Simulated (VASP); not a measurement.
Here is a VASP 6.6.1 calculation.

INCAR

```
SYSTEM = AlRu
ALGO     = Normal         ! electronic algorithm
EDIFF    = 1E-6           ! SCF threshold, eV
ENCUT    = 520            ! plane-wave cutoff, eV
GGA      = PS             ! functional
ISIF     = 2              ! what is computed and relaxed
ISMEAR   = 0              ! smearing method
LASPH    = .True.         ! aspherical terms in the spheres
LCHARG   = .False.        ! write CHGCAR
LREAL    = .False.        ! projectors in reciprocal space
LWAVE    = .False.        ! write WAVECAR
NBANDS   = 16             ! bands
NELM     = 100            ! most SCF steps
PREC     = Accurate       ! precision mode
SIGMA    = 0.1            ! smearing width, eV
```

The input KPOINTS:

```
k-points
0
Gamma
  18 18 18
  0 0 0
```

POSCAR

```
AlRu
1.0
    3.1102486049      0.0000000000      0.0000000000
    0.0000000000      3.1102486049      0.0000000000
    0.0000000000      0.0000000000      3.1102486049
Al Ru
1 1
Direct
    0.0000000000      0.0000000000      0.0000000000
    0.5000000000      0.5000000000      0.5000000000
```

Potentials or basis: VASP PAW PBE potentials, release 64 (Al, Ru_pv).

The run is started by

```sh
$ cat potpaw_PBE.64/Al/POTCAR potpaw_PBE.64/Ru_pv/POTCAR > POTCAR
$ mpirun -np 1 vasp_std > vasp.out
```

(1) Estimate the pressure.

(2) Estimate the band gap on the k mesh.

Answers

(1) -21.7 GPa.

(2) zero (an odd number of electrons rules out a gap without spin polarisation).

Caveat: the cell differs from its parent crystal (equal strain along all axes, cell held: +4.5 %); the cell stands under tension; the PAW data sets were made with another functional, which shifts forces and pressure a little.
